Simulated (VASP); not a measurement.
RbBr: single point with PBE

RbBr:

```
CELL_PARAMETERS angstrom
0.05191 3.46083 3.46083
3.46083 0.05191 3.46083
3.51274 3.51274 0.00000
ATOMIC_POSITIONS crystal
Rb 0.00000 0.00000 0.00000
Br 0.50000 0.50000 0.50000
```

This cell differs from its parent crystal: shear xy strain +3.0%.

```json
{
  "Program": "VASP 6.6.1",
  "Task": "single point",
  "Functional": "PBE",
  "Potentials or basis": "VASP PAW PBE potentials, release 64 (Rb_sv, Br)",
  "Cutoff": "520 eV",
  "k mesh": "4 × 4 × 4",
  "Occupations": "gaussian, width 0.01 eV",
  "Spin": "no spin polarisation",
  "Dipole correction": "no",
  "Further INCAR settings": "ALGO = Normal; EDIFF = 1e-06; NBANDS = 15"
}
```

```json
{"Pressure": "0.6 GPa", "Band gap on the k mesh": "4.26 eV"}
```

Stress tensor (GPa, compression positive):
```
 0.57 -0.12  0.00
-0.12  0.57  0.00
 0.00  0.00  0.56
```

Levels at points of the mesh, in eV from the valence-band top:
```
           k point  band 5  band 6  band 7  band 8  band 9  band 10  band 11  band 12
(0.00, 0.00, 0.00)   -8.58   -0.05   -0.03    0.00    4.26     7.13     7.25     7.36
(0.50, 0.00, 0.00)   -8.55   -0.96   -0.39   -0.36    6.72     7.63     9.32     9.49
(0.50, 0.50, 0.00)   -8.64   -0.49   -0.21   -0.15    5.61     7.00     9.03     9.13
(0.00, 0.00, 0.50)   -8.53   -0.97   -0.35   -0.31    6.71     7.54     9.26     9.42
(0.50, 0.00, 0.50)   -8.64   -0.49   -0.18   -0.18    5.61     6.99     9.03     9.11
```

It took 40 s on 1 thread of Intel Xeon 8259CL, with other jobs on the host, peak memory 0.22 GiB.

Caveat: the cell differs from its parent crystal (shear xy strain +3.0%).
